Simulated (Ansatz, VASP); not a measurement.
## BaH4: VASP beside Ansatz

Contents of INCAR:

```
ALGO = Normal
EDIFF = 1E-7
EDIFFG = -0.01
ENCUT = 600
GGA = PE
IBRION = 2
ISIF = 3
ISMEAR = 0
LASPH = T
LCHARG = F
LREAL = F
LWAVE = F
NELM = 60
NSW = 100
PREC = Accurate
SIGMA = 0.02
```

Contents of KPOINTS:

```
k-points
0
Gamma
  10 10 10
```

POSCAR

```
BaH4
1.0
   -2.1814852000      2.1814852000      3.3756763000
    2.1814852000     -2.1814852000      3.3756763000
    2.1814852000      2.1814852000     -3.3756763000
Ba H
1 4
Direct
    0.0000000000      0.0000000000      0.0000000000
    0.2500000000      0.7500000000      0.5000000000
    0.7500000000      0.2500000000      0.5000000000
    0.4433410000      0.4433410000      0.0000000000
    0.5566590000      0.5566590000      0.0000000000
```

Input for Ansatz:

```yaml
crystal:
  lattice:
    - [-2.1814852, 2.1814852, 3.3756763]
    - [2.1814852, -2.1814852, 3.3756763]
    - [2.1814852, 2.1814852, -3.3756763]
  atoms:
    - { symbol: Ba, position: [0.0, 0.0, 0.0] }
    - { symbol: H, position: [0.25, 0.75, 0.5] }
    - { symbol: H, position: [0.75, 0.25, 0.5] }
    - { symbol: H, position: [0.443341, 0.443341, 0.0] }
    - { symbol: H, position: [0.556659, 0.556659, 0.0] }
basis:
  ecutwfc: 420
kpoints:
  mp_grid: { grid: [10, 10, 10] }
hamiltonian:
  xc: pbe
scf:
  occupations: { method: gaussian, width: 0.02 }
output:
  forces: true
  stress: true
  eigenvalues: true
  write_density: true
  write_potential: true
  elf: true
  volumetric_format: npy
relax:
  adjacent_minimum: "off"
  f_tol: 0.01
  max_steps: 80
  cell: { stress_tol: 0.05 }
```

Change from the starting cell: relaxed end of: species swapped into the SrAl4 type (I4/mmm, No. 139).

Alike in both runs: task relaxation of cell and atoms; functional PBE; k mesh 10 × 10 × 10; occupations gaussian, width 0.02 eV; no spin polarisation.

```csv
,VASP,Ansatz
version,VASP 6.6.1,Ansatz 0.2.0
potentials or method,"VASP PAW PBE potentials, release 64 (Ba_sv, H), cutoff 600 eV","scalar-relativistic, plane waves, PAW"
valence electrons in the cell,14,14
```

Ansatz gave:

* gap on the k mesh at the Fermi level, each at its own relaxed structure (eV): 2.35
* relaxed volume (Å³/atom): 12.85
* relaxed cell length with the largest relative difference (Å): 4.573

Estimate VASP's values.

gap on the k mesh at the Fermi level, each at its own relaxed structure (eV): 2.24; relaxed volume (Å³/atom): 13.08; relaxed cell length with the largest relative difference (Å): 4.600.

Spin-orbit coupling is off throughout.
